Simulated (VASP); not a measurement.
Set up this calculation in VASP 6.6.1, as the native input.

| Property | Result |
| --- | --- |
| Task | single point |
| Functional | PBE |
| Potentials or basis | VASP PAW PBE potentials, release 64 (Cd, Se) |
| Cutoff | 500 eV |
| k mesh | 6 × 6 × 6 |
| Occupations | gaussian, width 0.01 eV |
| Spin | no spin polarisation |
| Dipole correction | no |
| Further INCAR settings | ALGO = Normal; EDIFF = 1e-06; NBANDS = 16 |

The structure of CdSe lies in POSCAR:

```
CdSe
1.0
    0.0000000000      3.1403001623      3.1403001623
    3.1403001623      0.0000000000      3.1403001623
    3.1403001623      3.1403001623      0.0000000000
Cd Se
1 1
Direct
    0.0000000000      0.0000000000      0.0000000000
    0.7500000000      0.7500000000      0.7500000000
```

These files were run (other wordings do the same):

INCAR

```
PREC = Accurate
ENCUT = 500
EDIFF = 1E-6
ISMEAR = 0
SIGMA = 0.01
LREAL = False
LASPH = True
NELM = 120
ALGO = Normal
ISIF = 2
LWAVE = False
LCHARG = False
GGA = PE
NBANDS = 16
GGA_COMPAT = False
```

KPOINTS

```
Automatic mesh
0
Gamma
  6 6 6
```

Potentials or basis: VASP PAW PBE potentials, release 64 (Cd, Se).

The run is started by

```sh
$ cat potpaw_PBE.64/Cd/POTCAR potpaw_PBE.64/Se/POTCAR > POTCAR
$ mpirun -np 1 vasp_std > vasp.out
```

Results of the run:

- Pressure: -1.4 GPa
- Band gap on the k mesh: 0.41 eV, direct

Wall time 9.3 s on 1 thread of Intel(R) Xeon(R) Platinum 8559C (Emerald Rapids) (shared host), peak memory 0.17 GiB.
